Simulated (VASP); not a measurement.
# AlCl (Fm-3m) in VASP: notebook

Runs on AlCl. Level: PBE. Tasks: single point.

Program: VASP 6.6.1. These are calculated values, not measurements. Logs are shortened: lines on timing, memory, paths and dates and some standing lists are left out, and cuts for length are marked.

### 1 The cell of the first run

It takes space group Fm-3m (No. 225, cubic). The conventional cell has a = 5.697 Å, b = 5.697 Å, c = 5.697 Å, α = 90.00°, β = 90.00°, γ = 90.00°. Within 3.8 Å of Al (site symmetry m-3m) lie 6 Cl at 2.85 Å. Cl (site symmetry m-3m) has 6 Al at 2.85 Å within 3.8 Å.

### 2 Single point, PBE

The input, INCAR:

```
ALGO = Normal ; EDIFF = 1E-6
ENCUT = 500 ; GGA = PE
GGA_COMPAT = False ; ISIF = 2
ISMEAR = -1 ; LASPH = True
LCHARG = False ; LREAL = False
LWAVE = False ; NBANDS = 12
NELM = 120 ; PREC = Accurate
SIGMA = 0.03
```

The input, KPOINTS:

```
k-points
0
Gamma
  5 5 5
```

The input, POSCAR:

```
AlCl
1.0
    0.0000000000      2.8486347600      2.8486347600
    2.8486347600      0.0000000000      2.8486347600
    2.8486347600      2.8486347600      0.0000000000
Al Cl
1 1
Direct
    0.5000000000      0.5000000000      0.5000000000
    0.0000000000      0.0000000000      0.0000000000
```

Potentials or basis: VASP PAW PBE potentials, release 64 (Al, Cl).

Run with:

```bash
> cat potpaw_PBE.64/Al/POTCAR potpaw_PBE.64/Cl/POTCAR > POTCAR
> mpirun -np 1 vasp_std > vasp.out
```

OUTCAR:

```text
EDIFF = 1E-6
   ENCUT = 500
   GGA = PE
   ISIF = 2
   ISMEAR = -1
   LASPH = True
   LREAL = False
   NELM = 120
   PREC = Accurate

 ion  position               nearest neighbor table
   1  0.500  0.500  0.500-   2 2.85   2 2.85   2 2.85   2 2.85   2 2.85   2 2.85
   2  0.000  0.000  0.000-   1 2.85   1 2.85   1 2.85   1 2.85   1 2.85   1 2.85

  LATTYP: Found a face centered cubic cell.
 ALAT       =     5.6972695200

  Lattice vectors:

 A1 = (   0.0000000000,   2.8486347600,   2.8486347600)
 A2 = (   2.8486347600,   0.0000000000,   2.8486347600)
 A3 = (   2.8486347600,   2.8486347600,   0.0000000000)

Analysis of symmetry for initial positions (statically):
=====================================================================
 Subroutine PRICEL returns:
 Original cell was already a primitive cell.

 Routine SETGRP: Setting up the symmetry group for a
 face centered cubic supercell.

 Subroutine GETGRP returns: Found 48 space group operations
 (whereof 48 operations were pure point group operations)
 out of a pool of 48 trial point group operations.

The static configuration has the point symmetry O_h .

Analysis of symmetry for dynamics (positions and initial velocities):
=====================================================================
 Subroutine PRICEL returns:
 Original cell was already a primitive cell.

 Routine SETGRP: Setting up the symmetry group for a
 face centered cubic supercell.

 Subroutine GETGRP returns: Found 48 space group operations
 (whereof 48 operations were pure point group operations)
 out of a pool of 48 trial point group operations.

The dynamic configuration has the point symmetry O_h .

 Subroutine INISYM returns: Found 48 space group operations
 (whereof 48 operations are pure point group operations),
 and found     1 'primitive' translations

----------------------------------------------------------------------------------------

                                     Primitive cell

  volume of cell :      46.2317

  direct lattice vectors                    reciprocal lattice vectors
     0.000000000  2.848634760  2.848634760    -0.175522677  0.175522677  0.175522677
     2.848634760  0.000000000  2.848634760     0.175522677 -0.175522677  0.175522677
     2.848634760  2.848634760  0.000000000     0.175522677  0.175522677 -0.175522677

  length of vectors
     4.028577912  4.028577912  4.028577912     0.304014195  0.304014195  0.304014195

  position of ions in fractional coordinates (direct lattice)
     0.500000000  0.500000000  0.500000000
     0.000000000  0.000000000  0.000000000

  ion indices of the primitive-cell ions
   primitive index   ion index
                 1           1
                 2           2

----------------------------------------------------------------------------------------

 KPOINTS: k-points

Automatic generation of k-mesh.
 Grid dimensions read from file:
 generate k-points for:    5    5    5

 Generating k-lattice:

  Cartesian coordinates                     Fractional coordinates (reciprocal lattice)
    -0.035104535  0.035104535  0.035104535     0.200000000  0.000000000  0.000000000
     0.035104535 -0.035104535  0.035104535     0.000000000  0.200000000  0.000000000
     0.035104535  0.035104535 -0.035104535     0.000000000  0.000000000  0.200000000

  Length of vectors
     0.060802839  0.060802839  0.060802839

  Shift w.r.t. Gamma in fractional coordinates (k-lattice)
     0.000000000  0.000000000  0.000000000

 Subroutine IBZKPT returns following result:
 ===========================================

 Found     10 irreducible k-points:

 Following reciprocal coordinates:
            Coordinates               Weight
  0.000000  0.000000  0.000000      1.000000
  0.200000  0.000000  0.000000      8.000000
  0.400000  0.000000  0.000000      8.000000
  0.200000  0.200000  0.000000      6.000000
  0.400000  0.200000  0.000000     24.000000
 -0.400000  0.200000  0.000000     24.000000
 -0.200000  0.200000  0.000000     12.000000
  0.400000  0.400000  0.000000      6.000000
 -0.400000  0.400000  0.000000     12.000000
 -0.400000  0.400000  0.200000     24.000000
   k-points           NKPTS =     10   k-points in BZ     NKDIM =     10   number of bands    NBANDS=     12
   number of dos      NEDOS =    301   number of ions     NIONS =      2
   total plane-waves  NPLWV =  27000
   dimension x,y,z NGX =    30 NGY =   30 NGZ =   30
   dimension x,y,z NGXF=    60 NGYF=   60 NGZF=   60
   ions per type =               1   1
   NGX,Y,Z   is equivalent  to a cutoff of  12.38, 12.38, 12.38 a.u.
   NGXF,Y,Z  is equivalent  to a cutoff of  24.76, 24.76, 24.76 a.u.
 SYSTEM =  unknown system
   PREC   = accura    normal or accurate (medium, high low for compatibility)
   ISTART =      0    job   : 0-new  1-cont  2-samecut
   ICHARG =      2    charge: 1-file 2-atom 10-const
   ISPIN  =      1    spin polarized calculation?
   LNONCOLLINEAR =      F non collinear calculations
   LSORBIT =      F    spin-orbit coupling
   LASPH  =      T    aspherical Exc in radial PAW
   ENCUT  =  500.0 eV  36.75 Ry    6.06 a.u.   7.35  7.35  7.35*2*pi/ulx,y,z
   NELM   =    120;   NELMIN=  2; NELMDL= -5     # of ELM steps
   EDIFF  = 0.1E-05   stopping-criterion for ELM
   LREAL  =      F    real-space projection
   EDIFFG = 0.1E-04   stopping-criterion for IOM
   NSW    =      0    number of steps for IOM
   IBRION =     -1    ionic relax: 0-MD 1-quasi-New 2-CG
   NFREE  =      0    steps in history (QN), initial steepest desc. (CG)
   ISIF   =      2    stress and relaxation
   ISYM   =      2    0-nonsym 1-usesym 2-fastsym
   POTIM  = 0.5000    time-step for ionic-motion
   TEBEG  =    0.0;   TEEND  =   0.0 temperature during run
   PSTRESS=    0.0 pullay stress
   NELECT =      10.0000    total number of electrons
   NUPDOWN=      -1.0000    fix difference up-down
   EMIN   =  10.00;   EMAX   =-10.00  energy-range for DOS
   EFERMI =   0.00;   METHOD = LEGACY
   ISMEAR =    -1;   SIGMA  =   0.03  broadening in eV -4-tet -1-fermi 0-gaus
   EFERMI_NEDOS =   21; number of points for ismear=-14 and -15
   IALGO  =     38    algorithm
   IMIX   =      4    mixing-type and parameters
     AMIX     =   0.40;   BMIX     =  1.00
     AMIX_MAG =   1.60;   BMIX_MAG =  1.00
  volume/ion in A,a.u.               =      23.12       155.99
  Fermi-wavevector in a.u.,A,eV,Ry     =   0.982716  1.857064 13.139567  0.965731
  Thomas-Fermi vector in A             =   2.113820
   LORBIT       =      0    0 simple, 1 ext, 2 COOP (PROOUT), +10 PAW based schemes
   GGA     = PE    functional components
   LHFCALC =     F    Hartree Fock is set to
   AEXX    =    0.0000 exact exchange contribution
   IVDW    =     0    specifies the selected vdW correction
   LEPSILON=     F    determine dielectric tensor
   LRPA    =     F    only Hartree local field effects (RPA)
 non-spin polarized calculation
  energy-cutoff  :      500.00
  volume of cell :       46.23
 maximum number of plane-waves:      1211
 NGX is ok and might be reduce to    30
   NGX = 15   NGY = 15   NGZ = 15

 number of electron      10.0000000 magnetization

 number of electron       9.9999999 magnetization

 Free energy of the ion-electron system (eV)
  ---------------------------------------------------
  ext. energy  EPLUGINS =         0.00000000
  ---------------------------------------------------
  free energy    TOTEN  =        -5.94918591 eV

  energy without entropy =       -5.94918591  energy(sigma->0) =       -5.94918591

 E-fermi :   5.1624     XC(G=0):  -8.8659

 val. band max:        4.4905643235   @ k =   0.4000   0.0000   0.0000
 cond. band min:       6.0814939976   @ k =  -0.4000   0.2000   0.0000
 fundamental gap:      1.5909296741
 Fermi energy:         5.1624319596

 k-point     1 :       0.0000    0.0000    0.0000
  band No.  band energies     occupation
      1     -12.2697      2.00000
      2       0.3064      2.00000
      3       0.3064      2.00000
      4       0.3064      2.00000
      5       1.0075      2.00000
      6      10.4057      0.00000
      7      10.4057      0.00000
      8      10.4057      0.00000
      9      10.4808      0.00000
     10      10.4808      0.00000
     11      10.4808      0.00000
     12      12.1765      0.00000

 k-point     2 :       0.2000    0.0000    0.0000
  band No.  band energies     occupation
      1     -12.1422      2.00000
      2      -1.3159      2.00000
      3       0.2444      2.00000
      4       0.2444      2.00000
      5       2.7643      2.00000
      6       8.1633      0.00000
      7       8.7367      0.00000
      8       8.7367      0.00000
      9      11.1974      0.00000
     10      11.4236      0.00000
     11      11.4236      0.00000
     12      14.6901      0.00000

 k-point     3 :       0.4000    0.0000    0.0000
  band No.  band energies     occupation
      1     -11.9193      2.00000
      2      -2.5371      2.00000
      3       0.1533      2.00000
      4       0.1533      2.00000
      5       4.4906      2.00000
      6       6.1765      0.00000
      7       7.5565      0.00000
      8       7.5565      0.00000
      9      11.9780      0.00000
     10      13.8248      0.00000
     11      13.8248      0.00000
     12      16.5702      0.00000
[... 76 lines left out ...]
 k-point     9 :      -0.4000    0.4000    0.0000
  band No.  band energies     occupation
      1     -11.7739      2.00000
      2      -1.6338      2.00000
      3      -1.3036      2.00000
      4      -0.3754      2.00000
      5       2.6451      2.00000
      6       7.6470      0.00000
      7       8.8618      0.00000
      8       9.1498      0.00000
      9      10.1085      0.00000
     10      15.6561      0.00000
     11      15.6859      0.00000
     12      15.9046      0.00000

 k-point    10 :      -0.4000    0.4000    0.2000
  band No.  band energies     occupation
      1     -11.7978      2.00000
      2      -1.8482      2.00000
      3      -0.9648      2.00000
      4      -0.5797      2.00000
      5       3.5083      2.00000
      6       7.1421      0.00000
      7       8.2379      0.00000
      8       8.5578      0.00000
      9      11.6148      0.00000
     10      13.3855      0.00000
     11      15.2839      0.00000
     12      16.6729      0.00000

------------------------ aborting loop because EDIFF is reached ----------------------------------------

  FORCE on cell =-STRESS in cart. coord.  units (eV):
  Direction    XX          YY          ZZ          XY          YZ          ZX
  --------------------------------------------------------------------------------------
  -------------------------------------------------------------------------------------
  Total        1.5419795      1.5419795      1.5419795      0.0000000      0.0000000      0.0000000
  in kB       53.4378369     53.4378369     53.4378369      0.0000000      0.0000000      0.0000000
  external PRESSURE =      53.4378369 kB  Pullay stress =       0.0000000 kB

 VOLUME and BASIS-vectors are now :
 -----------------------------------------------------------------------------
  energy-cutoff  :      500.00
  volume of cell :       46.23
      direct lattice vectors                 reciprocal lattice vectors
     0.000000000  2.848634760  2.848634760    -0.175522677  0.175522677  0.175522677
     2.848634760  0.000000000  2.848634760     0.175522677 -0.175522677  0.175522677
     2.848634760  2.848634760  0.000000000     0.175522677  0.175522677 -0.175522677

 POSITION                                       TOTAL-FORCE (eV/Angst)
 -----------------------------------------------------------------------------------
      2.84863      2.84863      2.84863        -0.000000     -0.000000     -0.000000
      0.00000      0.00000      0.00000         0.000000      0.000000      0.000000
 -----------------------------------------------------------------------------------
    total drift:                               -0.000000      0.000000      0.000000

  FREE ENERGIE OF THE ION-ELECTRON SYSTEM (eV)
  ---------------------------------------------------
  free  energy   TOTEN  =        -5.9491859114 eV

  energy  without entropy=       -5.9491859114  energy(sigma->0) =       -5.94918591
```

It took 10 s on 1 thread of AMD EPYC 7R43 (Zen 3), shared host; peak memory 0.12 GiB.

Results:

* Free energy: -5.9492 eV
* Pressure: 5.3 GPa
* Band gap on the k mesh: 1.59 eV (least direct gap 1.69 eV)

Levels at points of the mesh, in eV from the valence-band top:
```
           k point  band 3  band 4  band 5  band 6  band 7  band 8
(0.00, 0.00, 0.00)   -4.18   -4.18   -3.48    5.92    5.92    5.92
```

Caveat: the cell stands under pressure; an odd mesh through Γ misses points on the zone boundary, where band edges can lie.

(Part 1 of 2 ends here.)
